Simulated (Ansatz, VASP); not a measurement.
Two plane-wave programs on Co

```
Co
1.0
     2.46303    0.00000    0.00000
    -1.23151    2.13304    0.00000
     0.00000    0.00000    8.01752
Co
4
Direct
  0.00000 0.00000 0.00000
  0.00000 0.00000 0.50000
  0.33333 0.66667 0.25000
  0.66667 0.33333 0.75000
```

Alike in both runs: task single point; functional revPBE; k mesh 16 × 16 × 5; occupations fermi-dirac, width 0.1 eV; no spin polarisation.

|  | VASP | Ansatz |
| --- | --- | --- |
| version | VASP 6.6.1 | Ansatz 0.2.0 |
| potentials or method | VASP PAW PBE potentials, release 64 (Co), cutoff 520 eV | plane waves (420 eV) with PAW, scalar-relativistic |
| valence electrons in the cell | 36 | 68 |

Ansatz gave:

- pressure (GPa): -0.1

Q: Which values does VASP return?

A: Pressure (GPa): -0.6.

VASP's potentials were made for PBE, not for revPBE. VASP's potentials hold 36 valence electrons a cell and Ansatz's 68, so a difference there can come from the potentials and not from the codes.
